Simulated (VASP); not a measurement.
Here is a VASP 6.6.1 calculation.

File INCAR:

```
SYSTEM = Rb
ALGO = Fast
EDIFF = 1E-6
ENCUT = 520
GGA = PE
ISIF = 2
ISMEAR = 0
LASPH = .True.
LCHARG = .False.
LREAL = .False.
LWAVE = .False.
NBANDS = 10
NELM = 60
PREC = Accurate
SIGMA = 0.15
```

File KPOINTS:

```
k-points
0
Gamma
  12 12 12
  0 0 0
```

File POSCAR:

```
Rb
1.0
   -2.8901800000      2.8901800000      2.8480900000
    2.8901800000     -2.8901800000      2.8480900000
    2.8901800000      2.8901800000     -2.8480900000
Rb
1
Direct
    0.0000000000      0.0000000000      0.0000000000
```

Potentials or basis: VASP PAW PBE potentials, release 64 (Rb_sv).

Command:

```sh
$ cat potpaw_PBE.64/Rb_sv/POTCAR > POTCAR
$ mpirun -np 1 vasp_std > vasp.out
```

(1) Predict the pressure.

Answers

(1) -0.1 GPa.

Caveat: the cell differs from its parent crystal (strain +0.030 along x and y, +0.015 along z).
